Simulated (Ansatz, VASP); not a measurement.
# Zr: VASP beside Ansatz

The input INCAR:

```
PREC = Accurate
ENCUT = 520
EDIFF = 1E-6
ISMEAR = 0
SIGMA = 0.15
LREAL = F
LASPH = T
NELM = 100
ALGO = Fast
ISIF = 2
LWAVE = F
LCHARG = T
GGA = PS
LELF = T
LVHAR = T
NBANDS = 12
```

KPOINTS

```
regular mesh
0
Gamma
  18 18 18
```

POSCAR

```
Zr
1.0
    0.0281875000      2.2550000000      2.2550000000
    2.2550000000      0.0281875000      2.2550000000
    2.2831875000      2.2831875000      0.0000000000
Zr
1
Direct
    0.0000000000      0.0000000000      0.0000000000
```

Input for Ansatz:

```yaml
crystal:
  lattice:
    - [0.0281875, 2.255, 2.255]
    - [2.255, 0.0281875, 2.255]
    - [2.2831875, 2.2831875, 0.0]
  atoms:
    - { symbol: Zr, position: [0.0, 0.0, 0.0] }
basis:
  ecutwfc: 420
kpoints:
  mp_grid: { grid: [18, 18, 18] }
hamiltonian:
  xc: pbesol
scf:
  occupations: { method: gaussian, width: 0.15 }
output:
  forces: true
  stress: true
  eigenvalues: true
```

Change from the starting cell: strain +0.0250 x Voigt [0, 0, 0, 0, 0, 1], atoms carried along.

Alike in both runs: task single point; functional PBEsol; k mesh 18 × 18 × 18; occupations gaussian, width 0.15 eV; no spin polarisation.

|  | VASP | Ansatz |
| --- | --- | --- |
| version | VASP 6.6.1 | Ansatz 0.2.0 |
| potentials or method | VASP PAW PBE potentials, release 64 (Zr_sv), cutoff 520 eV | scalar-relativistic, plane waves, PAW |
| valence electrons in the cell | 12 | 12 |

Ansatz gave:

```
gap on the k mesh at the Fermi level (eV)                     : none
pressure (GPa)                                                : -2.8
traceless stress, the component that is largest in VASP (GPa) : -1.24
```

Task: Which values does VASP return?

Result: gap on the k mesh at the Fermi level (eV): none; pressure (GPa): -2.7; traceless stress, the component that is largest in VASP (GPa): -1.24.

VASP's potentials were made for PBE, not for PBEsol. A gap of «none» marks a metal or a gap that the smearing closes. The functional is the same, so the differences come from potentials, cutoffs and numerics.
